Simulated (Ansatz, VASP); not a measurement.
Two plane-wave programs on K

Contents of INCAR:

```
SYSTEM = K
PREC = Accurate ; ENCUT = 520
EDIFF = 1E-6 ; ISMEAR = 0
SIGMA = 0.15 ; LREAL = .False.
LASPH = .True. ; NELM = 80
ALGO = Normal ; ISIF = 2
LWAVE = .False. ; LCHARG = .True.
GGA = PE ; IVDW = 12
LELF = .True. ; LVHAR = .True.
NBANDS = 10
```

File KPOINTS:

```
Automatic mesh
0
Gamma
  12 12 12
  0 0 0
```

Contents of POSCAR:

```
K
1.0
    0.0000000000      3.2901166335      3.3918728180
    3.2901166335      0.0000000000      3.3918728180
    3.2901166335      3.2901166335      0.0000000000
K
1
Direct
    0.0000000000      0.0000000000      0.0000000000
```

Input for Ansatz:

```yaml
crystal:
  lattice:
    - [0.0, 3.2901166335, 3.391872818]
    - [3.2901166335, 0.0, 3.391872818]
    - [3.2901166335, 3.2901166335, 0.0]
  atoms:
    - { symbol: K, position: [0.0, 0.0, 0.0] }
basis:
  ecutwfc: 420
kpoints:
  mp_grid: { grid: [12, 12, 12] }
hamiltonian:
  xc: pbe
  dispersion: d3bj
scf:
  occupations: { method: gaussian, width: 0.15 }
output:
  forces: true
  stress: true
  eigenvalues: true
```

Change from the starting cell: strain -0.030 along x and y, +0.000 along z, atoms carried along.

Alike in both runs: task single point; functional PBE; dispersion D3(BJ); k mesh 12 × 12 × 12; occupations gaussian, width 0.15 eV; no spin polarisation.

```csv
,VASP,Ansatz
version,VASP 6.6.1,Ansatz 0.2.0
potentials or method,"VASP PAW PBE potentials, release 64 (K_sv), cutoff 520 eV","scalar-relativistic, plane waves, PAW"
valence electrons in the cell,9,9
```

|  | VASP | Ansatz | Ansatz less VASP |
| --- | --- | --- | --- |
| gap on the k mesh at the Fermi level (eV) | none | none | - |
| pressure (GPa) | -0.2 | -0.2 | +0.01 |

A gap of «none» marks a metal or a gap that the smearing closes.
